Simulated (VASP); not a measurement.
# PtC (zincblende type) (R3m) in VASP: electric field gradients with PBE

Aim: the electric field gradients of PtC (zincblende type) with PBE.

All numbers are computed with VASP 6.6.1; they aren't measurements. Logs are shortened: lines on timing, memory, paths and dates and some standing lists are left out, and cuts for length are marked.

### Step 1. The cell of the first run

The structure is trigonal, space group R3m (No. 160). Conventional cell: a = 3.362 Å, b = 3.362 Å, c = 8.051 Å, α = 90.00°, β = 90.00°, γ = 120.00°. Pt (site symmetry 3m) has 4 C at 2.01 to 2.05 Å within 2.7 Å. C (site symmetry 3m) has 4 Pt at 2.01 to 2.05 Å within 2.7 Å.

### Step 2. Electric field gradients, PBE (equal xy, yz and zx shear strains of -1.5 %)

INCAR

```
SYSTEM = PtC
ALGO     = Normal         ! electronic algorithm
EDIFF    = 1E-8           ! SCF threshold, eV
ENCUT    = 520            ! plane-wave cutoff, eV
GGA      = PE             ! functional
GGA_COMPAT= .False.      
ISIF     = 2              ! what is computed and relaxed
ISMEAR   = -1             ! smearing method
LASPH    = .True.         ! aspherical terms in the spheres
LCHARG   = .False.        ! write CHGCAR
LEFG     = .True.       
LREAL    = .False.        ! projectors in reciprocal space
LWAVE    = .False.        ! write WAVECAR
NBANDS   = 18             ! bands
NELM     = 120            ! most SCF steps
PREC     = Accurate       ! precision mode
SIGMA    = 0.08           ! smearing width, eV
```

KPOINTS

```
k-points
0
Gamma
  13 13 13
  0 0 0
```

POSCAR

```
PtC
1.0
   -0.0353908484      2.3416944668      2.3416944668
    2.3416944668     -0.0353908484      2.3416944668
    2.3416944668      2.3416944668     -0.0353908484
Pt C
1 1
Direct
    0.0000000000      0.0000000000      0.0000000000
    0.2500000000      0.2500000000      0.2500000000
```

Potentials or basis: VASP PAW PBE potentials, release 64 (Pt_sv_GW, C).

The run is started by

```bash
$ cat potpaw_PBE.64/Pt_sv_GW/POTCAR potpaw_PBE.64/C/POTCAR > POTCAR
$ mpirun -np 1 vasp_std > vasp.out
```

OUTCAR:

```text
SYSTEM = PtC
   EDIFF = 1E-8
   ENCUT = 520
   GGA = PE
   ISIF = 2
   ISMEAR = -1
   LASPH = .True.
   LREAL = .False.
   NELM = 120
   PREC = Accurate

 ion  position               nearest neighbor table
   1  0.000  0.000  0.000-   2 2.01   2 2.05   2 2.05   2 2.05
   2  0.250  0.250  0.250-   1 2.01   1 2.05   1 2.05   1 2.05

  LATTYP: Found a trigonal (rhomboedric) cell.
 ALAT       =     3.3118451751
 COS(alpha) =     0.4848312789

  Lattice vectors:

 A1 = (  -0.0353908484,   2.3416944668,   2.3416944668)
 A2 = (   2.3416944668,  -0.0353908484,   2.3416944668)
 A3 = (   2.3416944668,   2.3416944668,  -0.0353908484)

Analysis of symmetry for initial positions (statically):
=====================================================================
 Subroutine PRICEL returns:
 Original cell was already a primitive cell.

 Routine SETGRP: Setting up the symmetry group for a
 trigonal (rhombohedral) supercell.

 Subroutine GETGRP returns: Found  6 space group operations
 (whereof  6 operations were pure point group operations)
 out of a pool of 12 trial point group operations.

The static configuration has the point symmetry C_3v.

Analysis of symmetry for dynamics (positions and initial velocities):
=====================================================================
 Subroutine PRICEL returns:
 Original cell was already a primitive cell.

 Routine SETGRP: Setting up the symmetry group for a
 trigonal (rhombohedral) supercell.

 Subroutine GETGRP returns: Found  6 space group operations
 (whereof  6 operations were pure point group operations)
 out of a pool of 12 trial point group operations.

The dynamic configuration has the point symmetry C_3v.

 Subroutine INISYM returns: Found  6 space group operations
 (whereof  6 operations are pure point group operations),
 and found     1 'primitive' translations

----------------------------------------------------------------------------------------

                                     Primitive cell

  volume of cell :      26.2637

  direct lattice vectors                    reciprocal lattice vectors
    -0.035390848  2.341694467  2.341694467    -0.208740044  0.211943216  0.211943216
     2.341694467 -0.035390848  2.341694467     0.211943216 -0.208740044  0.211943216
     2.341694467  2.341694467 -0.035390848     0.211943216  0.211943216 -0.208740044

  length of vectors
     3.311845175  3.311845175  3.311845175     0.365256430  0.365256430  0.365256430

  position of ions in fractional coordinates (direct lattice)
     0.000000000  0.000000000  0.000000000
     0.250000000  0.250000000  0.250000000

  ion indices of the primitive-cell ions
   primitive index   ion index
                 1           1
                 2           2

----------------------------------------------------------------------------------------

 KPOINTS: k-points

Automatic generation of k-mesh.
 Grid dimensions read from file:
 generate k-points for:   13   13   13

 Generating k-lattice:

  Cartesian coordinates                     Fractional coordinates (reciprocal lattice)
    -0.016056926  0.016303324  0.016303324     0.076923077  0.000000000  0.000000000
     0.016303324 -0.016056926  0.016303324     0.000000000  0.076923077  0.000000000
     0.016303324  0.016303324 -0.016056926     0.000000000  0.000000000  0.076923077

  Length of vectors
     0.028096648  0.028096648  0.028096648

  Shift w.r.t. Gamma in fractional coordinates (k-lattice)
     0.000000000  0.000000000  0.000000000

 Subroutine IBZKPT returns following result:
 ===========================================

 Found    231 irreducible k-points:

 Following reciprocal coordinates:
            Coordinates               Weight
  0.000000  0.000000  0.000000      1.000000
  0.076923  0.000000  0.000000      6.000000
  0.153846 -0.000000 -0.000000      6.000000
  0.230769 -0.000000 -0.000000      6.000000
  0.307692 -0.000000 -0.000000      6.000000
  0.384615 -0.000000 -0.000000      6.000000
[... 16 lines left out ...]
  0.384615  0.153846 -0.000000     12.000000
  0.461538  0.153846 -0.000000     12.000000
 [... further k-points ...]
   k-points           NKPTS =    231   k-points in BZ     NKDIM =    231   number of bands    NBANDS=     18
   number of dos      NEDOS =    301   number of ions     NIONS =      2
   total plane-waves  NPLWV =  21952
   dimension x,y,z NGX =    28 NGY =   28 NGZ =   28
   dimension x,y,z NGXF=    56 NGYF=   56 NGZF=   56
   ions per type =               1   1
   NGX,Y,Z   is equivalent  to a cutoff of  14.06, 14.06, 14.06 a.u.
   NGXF,Y,Z  is equivalent  to a cutoff of  28.11, 28.11, 28.11 a.u.
 SYSTEM =  PtC
   PREC   = accura    normal or accurate (medium, high low for compatibility)
   ISTART =      0    job   : 0-new  1-cont  2-samecut
   ICHARG =      2    charge: 1-file 2-atom 10-const
   ISPIN  =      1    spin polarized calculation?
   LNONCOLLINEAR =      F non collinear calculations
   LSORBIT =      F    spin-orbit coupling
   LASPH  =      T    aspherical Exc in radial PAW
   ENCUT  =  520.0 eV  38.22 Ry    6.18 a.u.   6.16  6.16  6.16*2*pi/ulx,y,z
   NELM   =    120;   NELMIN=  2; NELMDL= -5     # of ELM steps
   EDIFF  = 0.1E-07   stopping-criterion for ELM
   LREAL  =      F    real-space projection
   EDIFFG = 0.1E-06   stopping-criterion for IOM
   NSW    =      0    number of steps for IOM
   IBRION =     -1    ionic relax: 0-MD 1-quasi-New 2-CG
   NFREE  =      0    steps in history (QN), initial steepest desc. (CG)
   ISIF   =      2    stress and relaxation
   ISYM   =      2    0-nonsym 1-usesym 2-fastsym
   POTIM  = 0.5000    time-step for ionic-motion
   TEBEG  =    0.0;   TEEND  =   0.0 temperature during run
   PSTRESS=    0.0 pullay stress
   NELECT =      22.0000    total number of electrons
   NUPDOWN=      -1.0000    fix difference up-down
   EMIN   =  10.00;   EMAX   =-10.00  energy-range for DOS
   EFERMI =   0.00;   METHOD = LEGACY
   ISMEAR =    -1;   SIGMA  =   0.08  broadening in eV -4-tet -1-fermi 0-gaus
   EFERMI_NEDOS =   21; number of points for ismear=-14 and -15
   IALGO  =     38    algorithm
   IMIX   =      4    mixing-type and parameters
     AMIX     =   0.40;   BMIX     =  1.00
     AMIX_MAG =   1.60;   BMIX_MAG =  1.00
  volume/ion in A,a.u.               =      13.13        88.62
  Fermi-wavevector in a.u.,A,eV,Ry     =   1.543230  2.916281 32.403061  2.381558
  Thomas-Fermi vector in A             =   2.648922
   LORBIT       =      0    0 simple, 1 ext, 2 COOP (PROOUT), +10 PAW based schemes
   GGA     = PE    functional components
   LHFCALC =     F    Hartree Fock is set to
   AEXX    =    0.0000 exact exchange contribution
   IVDW    =     0    specifies the selected vdW correction
   LEPSILON=     F    determine dielectric tensor
   LRPA    =     F    only Hartree local field effects (RPA)
 non-spin polarized calculation
  energy-cutoff  :      520.00
  volume of cell :       26.26
 maximum number of plane-waves:       730
 NGX is ok and might be reduce to    28
   NGX = 13   NGY = 13   NGZ = 13

 number of electron      22.0000000 magnetization

 Free energy of the ion-electron system (eV)
  ---------------------------------------------------
  ext. energy  EPLUGINS =         0.00000000
  ---------------------------------------------------
  free energy    TOTEN  =       -13.52497728 eV

  energy without entropy =      -13.50764196  energy(sigma->0) =      -13.51630962

 E-fermi :   8.2585     XC(G=0): -12.2873

 val. band max:        8.2179130798   @ k =  -0.4615  -0.4615   0.1538
 cond. band min:       8.2587016614   @ k =  -0.3846  -0.3846   0.1538
 fundamental gap:      0.0407885816
 Fermi energy:         8.2584781108

 k-point     1 :       0.0000    0.0000    0.0000
  band No.  band energies     occupation
      1     -91.8310      2.00000
      2     -45.9972      2.00000
      3     -45.9491      2.00000
      4     -45.9491      2.00000
      5      -6.0274      2.00000
      6       0.9682      2.00000
[... 10 lines left out ...]
     17      21.0332      0.00000
     18      25.2257      0.00000

 k-point     2 :       0.0769    0.0000    0.0000
  band No.  band energies     occupation
      1     -91.8307      2.00000
      2     -45.9981      2.00000
      3     -45.9516      2.00000
      4     -45.9495      2.00000
      5      -5.9355      2.00000
      6       0.9261      2.00000
[... 10 lines left out ...]
     17      21.0631      0.00000
     18      25.5423      0.00000
[... 442 lines left out ...]
 k-point    24 :       0.4615    0.1538   -0.0000
  band No.  band energies     occupation
      1     -91.8287      2.00000
      2     -46.0270      2.00000
      3     -45.9861      2.00000
      4     -45.9627      2.00000
      5      -4.2956      2.00000
      6       1.0479      2.00000
[... 10 lines left out ...]
     17      21.9247      0.00000
     18      25.2065      0.00000

 [... further k-points ...]
[... 5 lines left out ...]
  --------------------------------------------------------------------------------------
  -------------------------------------------------------------------------------------
  Total       -0.2442718     -0.2442718     -0.2442718      0.1672878      0.1672878      0.1672878
  in kB      -14.9014490    -14.9014490    -14.9014490     10.2051467     10.2051467     10.2051467
  external PRESSURE =     -14.9014490 kB  Pullay stress =       0.0000000 kB

 VOLUME and BASIS-vectors are now :
 -----------------------------------------------------------------------------
  energy-cutoff  :      520.00
  volume of cell :       26.26
      direct lattice vectors                 reciprocal lattice vectors
    -0.035390848  2.341694467  2.341694467    -0.208740044  0.211943216  0.211943216
     2.341694467 -0.035390848  2.341694467     0.211943216 -0.208740044  0.211943216
     2.341694467  2.341694467 -0.035390848     0.211943216  0.211943216 -0.208740044

 POSITION                                       TOTAL-FORCE (eV/Angst)
 -----------------------------------------------------------------------------------
      0.00000      0.00000      0.00000        -0.111398     -0.111398     -0.111398
      1.16200      1.16200      1.16200         0.111398      0.111398      0.111398
 -----------------------------------------------------------------------------------
    total drift:                               -0.000012     -0.000012     -0.000012

  FREE ENERGIE OF THE ION-ELECTRON SYSTEM (eV)
  ---------------------------------------------------
  free  energy   TOTEN  =       -13.5249772816 eV

  energy  without entropy=      -13.5076419590  energy(sigma->0) =      -13.51630962

 Electric field gradients (V/A^2)
---------------------------------------------------------------------
 ion       V_xx      V_yy      V_zz      V_xy      V_xz      V_yz
---------------------------------------------------------------------
   1      -0.000    -0.000     0.000    11.123    11.123    11.123
   2       0.000    -0.000    -0.000    -0.532    -0.532    -0.532
---------------------------------------------------------------------

 Electric field gradients after diagonalization (V/A^2)
 (convention: |V_zz| > |V_xx| > |V_yy|)
----------------------------------------------------------------------
 ion       V_xx      V_yy      V_zz     asymmetry (V_yy - V_xx)/ V_zz
----------------------------------------------------------------------
   1     -11.123   -11.123    22.245       0.000
   2       0.532     0.532    -1.063       0.000
----------------------------------------------------------------------

           NMR quadrupolar parameters

 Cq : quadrupolar parameter    Cq=e*Q*V_zz/h
 eta: asymmetry parameters     (V_yy - V_xx)/ V_zz
 Q  : nuclear electric quadrupole moment in mb (millibarn)
----------------------------------------------------------------------
 ion       Cq(MHz)       eta       Q (mb)
----------------------------------------------------------------------
   1       0.054       0.000       1.000
   2      -0.003       0.000       1.000
----------------------------------------------------------------------
```

It took 3.6 min on 1 thread of Intel Xeon Platinum 8259CL at 2.50GHz (Skylake/Cascade Lake), shared host; peak memory 0.26 GiB.

Results:

```
Free energy                             : -13.5250 eV
Pressure                                : -1.5 GPa
Largest force                           : 0.193 eV/Å
Band gap on the k mesh                  : zero (bands 11 and 12 overlap by 4.30 eV)
Largest electric field gradient by atom : Pt +22.2; C -1.1 V/Å²
```

Forces in eV/Å, atoms in the order of the input:
```
Pt  -0.111 -0.111 -0.111
C    0.111  0.111  0.111
```

Electric field gradients, principal values (V/Å²):
| atom | least | middle | greatest (by size) |
| --- | --- | --- | --- |
| 1 Pt | -11.123 | -11.123 | 22.245 |
| 2 C | 0.532 | 0.532 | -1.063 |

Caveat: the cell differs from its parent crystal (equal xy, yz and zx shear strains of -1.5 %); without QUAD_EFG the Cq values of the log hold for a quadrupole moment of 1 mb, not for the nuclei; spin-orbit coupling is left out, which moves the levels of the heavy elements.

The gap in the log of VASP goes by the Fermi energy; the results here count the filled bands.